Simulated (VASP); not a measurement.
# CaO (Fm-3m) in VASP: further runs

CaO is run at these levels: r2SCAN; tasks: single point.

Everything below comes from runs of VASP 6.6.1. Logs are shortened: lines on timing, memory, paths and dates and some standing lists are left out, and cuts for length are marked.

### 1 The cell of the first run

It takes space group Fm-3m (No. 225, cubic). Conventional cell: a = 4.763 Å, b = 4.763 Å, c = 4.763 Å, α = 90.00°, β = 90.00°, γ = 90.00°. Within 3.1 Å of Ca (site symmetry m-3m) lie 6 O at 2.38 Å. Within 3.1 Å of O (site symmetry m-3m) lie 6 Ca at 2.38 Å.

### 2 Single point, r2SCAN (volume scaled by 0.98)

POSCAR

```
CaO
1.0
    0.0000000000      2.3813395374      2.3813395374
    2.3813395374      0.0000000000      2.3813395374
    2.3813395374      2.3813395374      0.0000000000
Ca O
1 1
Direct
    0.5000000000      0.5000000000      0.5000000000
    0.0000000000      0.0000000000      0.0000000000
```

INCAR.step1

```
PREC     = Accurate       # precision mode
ENCUT    = 520            # plane-wave cutoff, eV
ISMEAR   = 0              # smearing method
SIGMA    = 0.05           # smearing width, eV
LREAL    = False          # projectors in reciprocal space
LASPH    = True           # aspherical terms in the spheres
NELM     = 60             # most SCF steps
NBANDS   = 15             # bands
GGA      = PE             # functional
ALGO     = Normal         # electronic algorithm
EDIFF    = 1E-4           # SCF threshold, eV
LWAVE    = True           # write WAVECAR
LCHARG   = False          # write CHGCAR
```

INCAR.step2

```
PREC     = Accurate       # precision mode
ENCUT    = 520            # plane-wave cutoff, eV
EDIFF    = 1E-6           # SCF threshold, eV
ISMEAR   = 0              # smearing method
SIGMA    = 0.05           # smearing width, eV
LREAL    = False          # projectors in reciprocal space
LASPH    = True           # aspherical terms in the spheres
NELM     = 60             # most SCF steps
ALGO     = Normal         # electronic algorithm
ISIF     = 2              # what is computed and relaxed
LWAVE    = False          # write WAVECAR
LCHARG   = False          # write CHGCAR
METAGGA  = R2SCAN         # meta-GGA
LMIXTAU  = True         
NBANDS   = 15             # bands
ISTART   = 1
```

KPOINTS

```
Automatic mesh
0
Gamma
  8 8 8
```

Potentials or basis: VASP PAW PBE potentials, release 64 (Ca_sv, O).

Started as:

```
> cat potpaw_PBE.64/Ca_sv/POTCAR potpaw_PBE.64/O/POTCAR > POTCAR
> cp INCAR.step1 INCAR
> mpirun -np 1 vasp_std > vasp.out
> cp INCAR.step2 INCAR
> mpirun -np 1 vasp_std > vasp.out
```

OUTCAR:

```text
PREC = Accurate
   ENCUT = 520
   EDIFF = 1E-6
   ISMEAR = 0
   LREAL = False
   LASPH = True
   NELM = 60
   ISIF = 2
   METAGGA = R2SCAN
   ISTART = 1

 ion  position               nearest neighbor table
   1  0.500  0.500  0.500-   2 2.38   2 2.38   2 2.38   2 2.38   2 2.38   2 2.38
   2  0.000  0.000  0.000-   1 2.38   1 2.38   1 2.38   1 2.38   1 2.38   1 2.38

  LATTYP: Found a face centered cubic cell.
 ALAT       =     4.7626790748

  Lattice vectors:

 A1 = (   0.0000000000,   2.3813395374,   2.3813395374)
 A2 = (   2.3813395374,   0.0000000000,   2.3813395374)
 A3 = (   2.3813395374,   2.3813395374,   0.0000000000)

Analysis of symmetry for initial positions (statically):
=====================================================================
 Subroutine PRICEL returns:
 Original cell was already a primitive cell.

 Routine SETGRP: Setting up the symmetry group for a
 face centered cubic supercell.

 Subroutine GETGRP returns: Found 48 space group operations
 (whereof 48 operations were pure point group operations)
 out of a pool of 48 trial point group operations.

The static configuration has the point symmetry O_h .

Analysis of symmetry for dynamics (positions and initial velocities):
=====================================================================
 Subroutine PRICEL returns:
 Original cell was already a primitive cell.

 Routine SETGRP: Setting up the symmetry group for a
 face centered cubic supercell.

 Subroutine GETGRP returns: Found 48 space group operations
 (whereof 48 operations were pure point group operations)
 out of a pool of 48 trial point group operations.

The dynamic configuration has the point symmetry O_h .

 Subroutine INISYM returns: Found 48 space group operations
 (whereof 48 operations are pure point group operations),
 and found     1 'primitive' translations

----------------------------------------------------------------------------------------

                                     Primitive cell

  volume of cell :      27.0081

  direct lattice vectors                    reciprocal lattice vectors
     0.000000000  2.381339537  2.381339537    -0.209965858  0.209965858  0.209965858
     2.381339537  0.000000000  2.381339537     0.209965858 -0.209965858  0.209965858
     2.381339537  2.381339537  0.000000000     0.209965858  0.209965858 -0.209965858

  length of vectors
     3.367722670  3.367722670  3.367722670     0.363671535  0.363671535  0.363671535

  position of ions in fractional coordinates (direct lattice)
     0.500000000  0.500000000  0.500000000
     0.000000000  0.000000000  0.000000000

  ion indices of the primitive-cell ions
   primitive index   ion index
                 1           1
                 2           2

----------------------------------------------------------------------------------------

 KPOINTS: Automatic mesh

Automatic generation of k-mesh.
 Grid dimensions read from file:
 generate k-points for:    8    8    8

 Generating k-lattice:

  Cartesian coordinates                     Fractional coordinates (reciprocal lattice)
    -0.026245732  0.026245732  0.026245732     0.125000000  0.000000000  0.000000000
     0.026245732 -0.026245732  0.026245732     0.000000000  0.125000000  0.000000000
     0.026245732  0.026245732 -0.026245732     0.000000000  0.000000000  0.125000000

  Length of vectors
     0.045458942  0.045458942  0.045458942

  Shift w.r.t. Gamma in fractional coordinates (k-lattice)
     0.000000000  0.000000000  0.000000000

 Subroutine IBZKPT returns following result:
 ===========================================

 Found     29 irreducible k-points:

 Following reciprocal coordinates:
            Coordinates               Weight
  0.000000  0.000000  0.000000      1.000000
  0.125000  0.000000  0.000000      8.000000
  0.250000  0.000000  0.000000      8.000000
  0.375000  0.000000  0.000000      8.000000
  0.500000  0.000000  0.000000      4.000000
  0.125000  0.125000  0.000000      6.000000
[... 16 lines left out ...]
  0.500000  0.250000  0.125000     48.000000
 -0.375000  0.250000  0.125000     24.000000
 [... further k-points ...]
   k-points           NKPTS =     29   k-points in BZ     NKDIM =     29   number of bands    NBANDS=     15
   number of dos      NEDOS =    301   number of ions     NIONS =      2
   total plane-waves  NPLWV =  21952
   dimension x,y,z NGX =    28 NGY =   28 NGZ =   28
   dimension x,y,z NGXF=    56 NGYF=   56 NGZF=   56
   ions per type =               1   1
   NGX,Y,Z   is equivalent  to a cutoff of  13.82, 13.82, 13.82 a.u.
   NGXF,Y,Z  is equivalent  to a cutoff of  27.64, 27.64, 27.64 a.u.
 SYSTEM =  unknown system
   PREC   = accura    normal or accurate (medium, high low for compatibility)
   ISTART =      1    job   : 0-new  1-cont  2-samecut
   ICHARG =      0    charge: 1-file 2-atom 10-const
   ISPIN  =      1    spin polarized calculation?
   LNONCOLLINEAR =      F non collinear calculations
   LSORBIT =      F    spin-orbit coupling
   LASPH  =      T    aspherical Exc in radial PAW
   ENCUT  =  520.0 eV  38.22 Ry    6.18 a.u.   6.26  6.26  6.26*2*pi/ulx,y,z
   NELM   =     60;   NELMIN=  2; NELMDL=  0     # of ELM steps
   EDIFF  = 0.1E-05   stopping-criterion for ELM
   LREAL  =      F    real-space projection
   EDIFFG = 0.1E-04   stopping-criterion for IOM
   NSW    =      0    number of steps for IOM
   IBRION =     -1    ionic relax: 0-MD 1-quasi-New 2-CG
   NFREE  =      0    steps in history (QN), initial steepest desc. (CG)
   ISIF   =      2    stress and relaxation
   ISYM   =      2    0-nonsym 1-usesym 2-fastsym
   POTIM  = 0.5000    time-step for ionic-motion
   TEBEG  =    0.0;   TEEND  =   0.0 temperature during run
   PSTRESS=    0.0 pullay stress
   NELECT =      16.0000    total number of electrons
   NUPDOWN=      -1.0000    fix difference up-down
   EMIN   =  10.00;   EMAX   =-10.00  energy-range for DOS
   EFERMI =   0.00;   METHOD = LEGACY
   ISMEAR =     0;   SIGMA  =   0.05  broadening in eV -4-tet -1-fermi 0-gaus
   EFERMI_NEDOS =   21; number of points for ismear=-14 and -15
   IALGO  =     38    algorithm
   IMIX   =      4    mixing-type and parameters
     AMIX     =   0.40;   BMIX     =  1.00
     AMIX_MAG =   1.60;   BMIX_MAG =  1.00
  volume/ion in A,a.u.               =      13.50        91.13
  Fermi-wavevector in a.u.,A,eV,Ry     =   1.374939  2.598258 25.721241  1.890458
  Thomas-Fermi vector in A             =   2.500320
   LORBIT       =      0    0 simple, 1 ext, 2 COOP (PROOUT), +10 PAW based schemes
   METAGGA = R2SCAN    functional components
   LHFCALC =     F    Hartree Fock is set to
   AEXX    =    0.0000 exact exchange contribution
   IVDW    =     0    specifies the selected vdW correction
   LEPSILON=     F    determine dielectric tensor
   LRPA    =     F    only Hartree local field effects (RPA)
 non-spin polarized calculation
 Gauss-broadening in eV      SIGMA  =   0.05
  energy-cutoff  :      520.00
  volume of cell :       27.01
 maximum number of plane-waves:       740
 NGX is ok and might be reduce to    28
   NGX = 13   NGY = 13   NGZ = 13

 number of electron      15.9999997 magnetization

 Free energy of the ion-electron system (eV)
  ---------------------------------------------------
  ext. energy  EPLUGINS =         0.00000000
  ---------------------------------------------------
  free energy    TOTEN  =       -19.44430600 eV

  energy without entropy =      -19.44430600  energy(sigma->0) =      -19.44430600

 E-fermi :   2.4934     XC(G=0): -11.2204

 val. band max:        2.1712902742   @ k =   0.0000   0.0000   0.0000
 cond. band min:       6.3512390241   @ k =   0.5000   0.5000   0.0000
 fundamental gap:      4.1799487498
 Fermi energy:         2.4933821224

 k-point     1 :       0.0000    0.0000    0.0000
  band No.  band energies     occupation
      1     -36.7697      2.00000
      2     -16.6411      2.00000
      3     -16.6411      2.00000
      4     -16.6411      2.00000
      5     -14.3553      2.00000
      6       2.1713      2.00000
      7       2.1713      2.00000
      8       2.1713      2.00000
      9       7.8353      0.00000
     10       9.0922      0.00000
     11       9.0922      0.00000
     12       9.0922      0.00000
     13      10.7362      0.00000
     14      10.7362      0.00000
     15      18.1256      0.00000

 k-point     2 :       0.1250    0.0000    0.0000
  band No.  band energies     occupation
      1     -36.7531      2.00000
      2     -16.9195      2.00000
      3     -16.6491      2.00000
      4     -16.6491      2.00000
      5     -14.0691      2.00000
      6       1.6483      2.00000
      7       1.9532      2.00000
      8       1.9532      2.00000
      9       8.5199      0.00000
     10       9.0510      0.00000
     11       9.3726      0.00000
     12       9.3726      0.00000
     13      11.1270      0.00000
     14      11.1270      0.00000
     15      18.7577      0.00000

 k-point     3 :       0.2500    0.0000    0.0000
  band No.  band energies     occupation
      1     -36.7126      2.00000
      2     -17.4333      2.00000
      3     -16.6683      2.00000
      4     -16.6683      2.00000
      5     -13.5348      2.00000
      6       0.6374      2.00000
      7       1.4838      2.00000
      8       1.4838      2.00000
      9       9.1357      0.00000
     10      10.0099      0.00000
     11      10.1104      0.00000
     12      10.1105      0.00000
     13      12.0699      0.00000
     14      12.0699      0.00000
     15      19.2226      0.00000
[... 343 lines left out ...]
 k-point    23 :       0.5000    0.2500    0.1250
  band No.  band energies     occupation
      1     -36.6508      2.00000
      2     -17.6437      2.00000
      3     -16.8838      2.00000
      4     -16.7478      2.00000
      5     -13.3423      2.00000
      6       0.1513      2.00000
      7       1.0648      2.00000
      8       1.3244      2.00000
      9       8.7232      0.00000
     10      10.5157      0.00000
     11      11.4783      0.00000
     12      11.6543      0.00000
     13      13.0700      0.00000
     14      14.3631      0.00000
     15      18.3027      0.00000

 k-point    24 :      -0.3750    0.2500    0.1250
  band No.  band energies     occupation
      1     -36.6373      2.00000
      2     -17.7129      2.00000
      3     -16.8989      2.00000
      4     -16.7766      2.00000
      5     -13.2832      2.00000
      6       0.1036      2.00000
      7       1.0264      2.00000
      8       1.0792      2.00000
      9       9.6630      0.00000
     10       9.7532      0.00000
     11      11.7880      0.00000
     12      12.0581      0.00000
     13      13.3726      0.00000
     14      15.1819      0.00000
     15      17.4226      0.00000

 [... further k-points ...]
[... 5 lines left out ...]
  --------------------------------------------------------------------------------------
  -------------------------------------------------------------------------------------
  Total        0.6105244      0.6105244      0.6105244     -0.0000000     -0.0000000     -0.0000000
  in kB       36.2175999     36.2175999     36.2175999     -0.0000000     -0.0000000     -0.0000000
  external PRESSURE =      36.2175999 kB  Pullay stress =       0.0000000 kB

 VOLUME and BASIS-vectors are now :
 -----------------------------------------------------------------------------
  energy-cutoff  :      520.00
  volume of cell :       27.01
      direct lattice vectors                 reciprocal lattice vectors
     0.000000000  2.381339537  2.381339537    -0.209965858  0.209965858  0.209965858
     2.381339537  0.000000000  2.381339537     0.209965858 -0.209965858  0.209965858
     2.381339537  2.381339537  0.000000000     0.209965858  0.209965858 -0.209965858

 POSITION                                       TOTAL-FORCE (eV/Angst)
 -----------------------------------------------------------------------------------
      2.38134      2.38134      2.38134        -0.000000      0.000000     -0.000000
      0.00000      0.00000      0.00000         0.000000     -0.000000      0.000000
 -----------------------------------------------------------------------------------
    total drift:                                0.000000      0.000000      0.000000

  FREE ENERGIE OF THE ION-ELECTRON SYSTEM (eV)
  ---------------------------------------------------
  free  energy   TOTEN  =       -19.4443060016 eV

  energy  without entropy=      -19.4443060016  energy(sigma->0) =      -19.44430600
```

Run time: 55 s. Hardware: 1 thread of Intel Xeon Platinum 8259CL at 2.50GHz (Skylake/Cascade Lake), shared host; peak memory 0.17 GiB.

Results:

- Free energy: -19.4443 eV
- Pressure: 3.6 GPa
- Band gap on the k mesh: 4.18 eV, indirect (least direct gap 4.55 eV)

Levels at points of the mesh, in eV from the valence-band top:
```csv
k point,band 6,band 7,band 8,band 9,band 10,band 11
"(0.00, 0.00, 0.00)",0.00,0.00,0.00,5.66,6.92,6.92
"(0.50, 0.00, 0.00)",-2.67,-1.25,-1.25,7.83,9.20,9.20
"(0.50, 0.50, 0.00)",-1.28,-0.37,-0.37,4.18,8.97,9.79
```

Caveat: the cell differs from its parent crystal (volume scaled by 0.98); the PAW data sets were made with another functional, which shifts forces and pressure a little.

### 3 Single point, r2SCAN

This run uses another cell than the first one, of 13.78 Å³/atom, 1.020 times its volume.

POSCAR

```
CaO
1.0
    0.0000000000      2.3974301575      2.3974301575
    2.3974301575      0.0000000000      2.3974301575
    2.3974301575      2.3974301575      0.0000000000
Ca O
1 1
Direct
    0.5000000000      0.5000000000      0.5000000000
    0.0000000000      0.0000000000      0.0000000000
```

INCAR.step1

```
SYSTEM = CaO
PREC = Accurate
ENCUT = 520
ISMEAR = 0
SIGMA = 0.05
LREAL = .FALSE.
LASPH = .TRUE.
NELM = 100
NBANDS = 15
GGA = PE
ALGO = Normal
EDIFF = 1E-4
LWAVE = .TRUE.
LCHARG = .FALSE.
```

INCAR.step2

```
SYSTEM = CaO
PREC = Accurate
ENCUT = 520
EDIFF = 1E-6
ISMEAR = 0
SIGMA = 0.05
LREAL = .FALSE.
LASPH = .TRUE.
NELM = 100
ALGO = Normal
ISIF = 2
LWAVE = .FALSE.
LCHARG = .FALSE.
METAGGA = R2SCAN
LMIXTAU = .TRUE.
NBANDS = 15
ISTART = 1
```

KPOINTS

```
regular mesh
0
G
  8 8 8
  0 0 0
```

Potentials or basis: VASP PAW PBE potentials, release 64 (Ca_sv, O).

Started as:

```
> cat potpaw_PBE.64/Ca_sv/POTCAR potpaw_PBE.64/O/POTCAR > POTCAR
> cp INCAR.step1 INCAR
> mpirun -np 1 vasp_std > vasp.out
> cp INCAR.step2 INCAR
> mpirun -np 1 vasp_std > vasp.out
```

It took 55 s on 1 thread of Intel Xeon Platinum 8259CL at 2.50GHz (Skylake/Cascade Lake), shared host; peak memory 0.17 GiB.

The run converged. Its results:

* Free energy: -19.4530 eV
* Pressure: 1.1 GPa
* Band gap on the k mesh: 4.19 eV, indirect (least direct gap 4.56 eV)

Levels at points of the mesh, in eV from the valence-band top:
| k point | band 4 | band 5 | band 6 | band 7 | band 8 | band 9 | band 10 | band 11 | band 12 | band 13 |
| --- | --- | --- | --- | --- | --- | --- | --- | --- | --- | --- |
| (0.00, 0.00, 0.00) | -18.91 | -16.49 | 0.00 | 0.00 | 0.00 | 5.49 | 6.87 | 6.87 | 6.87 | 8.48 |
| (0.50, 0.00, 0.00) | -18.96 | -15.18 | -2.62 | -1.21 | -1.21 | 7.73 | 9.09 | 9.09 | 9.27 | 11.26 |
| (0.50, 0.50, 0.00) | -19.14 | -16.27 | -1.29 | -0.37 | -0.37 | 4.19 | 8.82 | 9.67 | 10.28 | 10.28 |

Caveat: the PAW data sets were made with another functional, which shifts forces and pressure a little. r2SCAN opens gaps a little over a GGA but as a rule still falls short of measured ones.

### 4 Single point, r2SCAN (volume scaled by 1.02)

POSCAR

```
CaO
1.0
    0.0000000000      2.4133076411      2.4133076411
    2.4133076411      0.0000000000      2.4133076411
    2.4133076411      2.4133076411      0.0000000000
Ca O
1 1
Direct
    0.5000000000      0.5000000000      0.5000000000
    0.0000000000      0.0000000000      0.0000000000
```

INCAR.step1

```
SYSTEM = CaO
PREC = Accurate
ENCUT = 520
ISMEAR = 0
SIGMA = 0.05
LREAL = .False.
LASPH = .True.
NELM = 60
NBANDS = 15
GGA = PE
ALGO = Normal
EDIFF = 1E-4
LWAVE = .True.
LCHARG = .False.
```

INCAR.step2

```
SYSTEM = CaO
PREC = Accurate
ENCUT = 520
EDIFF = 1E-6
ISMEAR = 0
SIGMA = 0.05
LREAL = .False.
LASPH = .True.
NELM = 60
ALGO = Normal
ISIF = 2
LWAVE = .False.
LCHARG = .False.
METAGGA = R2SCAN
LMIXTAU = .True.
NBANDS = 15
ISTART = 1
```

KPOINTS

```
Automatic mesh
0
Gamma
  8 8 8
  0 0 0
```

Started as:

```
> cat potpaw_PBE.64/Ca_sv/POTCAR potpaw_PBE.64/O/POTCAR > POTCAR
> cp INCAR.step1 INCAR
> mpirun -np 1 vasp_std > vasp.out
> cp INCAR.step2 INCAR
> mpirun -np 1 vasp_std > vasp.out
```

It took 56 s on 1 thread of Intel Xeon Platinum 8259CL at 2.50GHz (Skylake/Cascade Lake), shared host; peak memory 0.17 GiB.

The run converged. Its results:

```yaml
Free_energy: -19.4533 eV
Pressure: -1.3 GPa
Band_gap_on_the_k_mesh: 4.19 eV, indirect (least direct gap 4.57 eV)
```

Levels at points of the mesh, in eV from the valence-band top:
| k point | band 4 | band 5 | band 6 | band 7 | band 8 | band 9 | band 10 | band 11 | band 12 | band 13 |
| --- | --- | --- | --- | --- | --- | --- | --- | --- | --- | --- |
| (0.00, 0.00, 0.00) | -19.01 | -16.45 | 0.00 | 0.00 | 0.00 | 5.32 | 6.82 | 6.82 | 6.82 | 8.40 |
| (0.50, 0.00, 0.00) | -19.06 | -15.23 | -2.58 | -1.17 | -1.17 | 7.64 | 8.98 | 8.98 | 9.11 | 11.09 |
| (0.50, 0.50, 0.00) | -19.23 | -16.23 | -1.30 | -0.38 | -0.38 | 4.19 | 8.67 | 9.56 | 10.15 | 10.15 |

Caveat: the cell differs from its parent crystal (volume scaled by 1.02); the PAW data sets were made with another functional, which shifts forces and pressure a little. A k mesh can miss the band edges.

### 5 The runs side by side

```tsv
cell	gap on the mesh (eV)	pressure (GPa)
a = 3.368 Å, angles 60.0°, 2 atoms	4.18	3.6
a = 3.390 Å, angles 60.0°, 2 atoms	4.19	1.1
a = 3.413 Å, angles 60.0°, 2 atoms	4.19	-1.3
```

Alike in all rows: task single point; level r2SCAN; potentials or basis VASP PAW PBE potentials, release 64 (Ca_sv, O); no spin polarisation; k mesh 8 × 8 × 8; cutoff (eV) 520; smearing gaussian 0.05 eV.

Caveats: the PAW data sets were made with another functional, which shifts forces and pressure a little.

Absolute energies hang on the potentials; compare differences alone.
